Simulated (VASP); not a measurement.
Input of a VASP 6.6.1 run:

Contents of INCAR:

```
PREC = Accurate
ENCUT = 750
EDIFF = 1E-6
ISMEAR = 0
SIGMA = 0.02
LREAL = False
LASPH = True
NELM = 120
ALGO = Normal
ISIF = 2
LWAVE = False
LCHARG = False
GGA = PS
NBANDS = 13
GGA_COMPAT = False
```

The input KPOINTS:

```
regular mesh
0
Gamma
  8 8 8
```

Contents of POSCAR:

```
Li2S
1.0
    0.0000000000      2.7811659200      2.7811659200
    2.7811659200      0.0000000000      2.7811659200
    2.7811659200      2.7811659200      0.0000000000
Li S
2 1
Direct
    0.2500000000      0.2500000000      0.2500000000
    0.7500000000      0.7500000000      0.7500000000
    0.0000000000      0.0000000000      0.0000000000
```

Potentials or basis: VASP PAW PBE potentials, release 64 (Li_sv, S).

The run is started by

```console
$ cat potpaw_PBE.64/Li_sv/POTCAR potpaw_PBE.64/S/POTCAR > POTCAR
$ mpirun -np 1 vasp_std > vasp.out
```

(1) Estimate the pressure.

(2) What does it give for the band gap on the k mesh?

Answers

(1) 2.3 GPa.

(2) 3.16 eV, indirect (least direct gap 4.47 eV).

Caveat: the cell differs from its parent crystal (functional PBEsol, strained); the PAW data sets were made with another functional, which shifts forces and pressure a little.
